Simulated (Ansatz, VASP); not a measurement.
# AlN in VASP and in Ansatz

```xyz
2
Lattice="0.0000 2.1711 2.1711 2.1711 0.0000 2.1711 2.1711 2.1711 0.0000" Properties=species:S:1:pos:R:3 pbc="T T T"
Al    0.0000    0.0000    0.0000
N     3.2567    3.2567    3.2567
```

Alike in both runs: functional LDA; k mesh 10 × 10 × 10; occupations gaussian, width 0.02 eV; no spin polarisation.

Ansatz relaxed the structure, and its values are those at the end. VASP's run is a single point on that final structure, the one shown.

|  | VASP | Ansatz |
| --- | --- | --- |
| version | VASP 6.6.1 | Ansatz 0.2.0 |
| potentials or method | VASP PAW LDA potentials, release 64 (Al, N), cutoff 520 eV | scalar-relativistic, plane waves, PAW |
| valence electrons in the cell | 8 | 8 |

```csv
,VASP,Ansatz,Ansatz less VASP
gap on the k mesh at the Fermi level (eV),3.23,3.25,+0.022
least direct gap on the mesh (eV),4.39,4.39,-0.006
pressure (GPa),0.6,0.0,-0.63
```

LDA's correlation is that of Perdew and Zunger in VASP and of Perdew and Wang (1992) in Ansatz.
